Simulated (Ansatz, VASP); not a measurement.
**BN: VASP beside Ansatz**

```
B N
1.0
     2.30592    0.00000    0.00000
    -1.15296    1.99699    0.00000
     0.00000    0.00000    7.14619
B N
2 2
Direct
  0.33333 0.66667 0.25000
  0.66667 0.33333 0.75000
  0.33333 0.66667 0.75000
  0.66667 0.33333 0.25000
```

Change from the starting cell: strain -0.080 along x and y, +0.080 along z, atoms carried along.

Alike in both runs: task single point; functional PBE; dispersion D3(BJ); k mesh 12 × 12 × 4; occupations gaussian, width 0.05 eV; no spin polarisation.

```csv
,VASP,Ansatz
version,VASP 6.6.1,Ansatz 0.2.0
potentials or method,"VASP PAW PBE potentials, release 64 (B, N), cutoff 520 eV","scalar-relativistic, plane waves, PAW"
valence electrons in the cell,16,16
```

|  | VASP | Ansatz | Ansatz less VASP |
| --- | --- | --- | --- |
| gap on the k mesh at the Fermi level (eV) | 4.57 | 4.58 | +0.013 |
| least direct gap on the mesh (eV) | 5.28 | 5.29 | +0.006 |
| pressure (GPa) | 79.5 | 79.4 | -0.11 |
| traceless stress, the component that is largest in VASP (GPa) | -81.80 | -81.44 | +0.356 |

Both programs put the cell under a high pressure, so it lies far from rest at this level.

Noted on VASP's run: the cell as given lies far from equilibrium.
